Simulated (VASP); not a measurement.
A run of VASP 6.6.1 is set up as follows.

File INCAR:

```
SYSTEM = HfO2
  PREC = Accurate
  ENCUT = 520
  EDIFF = 1E-6
  ISMEAR = 0
  SIGMA = 0.05
  LREAL = .FALSE.
  LASPH = .TRUE.
  NELM = 60
  ALGO = Normal
  ISIF = 2
  LWAVE = .FALSE.
  LCHARG = .FALSE.
  GGA = PS
  NBANDS = 18
```

Contents of KPOINTS:

```
Automatic mesh
0
G
  8 8 8
  0 0 0
```

POSCAR

```
HfO2
1.0
    0.0000000000      2.5556108920      2.5220673956
    2.4211846998      0.0000000000      2.5220673956
    2.4211846998      2.5556108920      0.0000000000
Hf O
1 2
Direct
    0.0000000000      0.0000000000      0.0000000000
    0.2500000000      0.2500000000      0.2500000000
    0.7500000000      0.7500000000      0.7500000000
```

Potentials or basis: VASP PAW PBE potentials, release 64 (Hf_pv, O).

Launch:

```bash
$ cat potpaw_PBE.64/Hf_pv/POTCAR potpaw_PBE.64/O/POTCAR > POTCAR
$ mpirun -np 1 vasp_std > vasp.out
```

(1) Predict the band gap on the k mesh.

(2) What does it give for the pressure?

Results:

(1) 3.18 eV, indirect (least direct gap 3.36 eV).

(2) 3.9 GPa.

Caveat: the cell differs from its parent crystal (normal strain along x -0.0400, normal strain along y +0.0133); the PAW data sets were made with another functional, which shifts forces and pressure a little; spin-orbit coupling is left out, which moves the levels of the heavy elements.
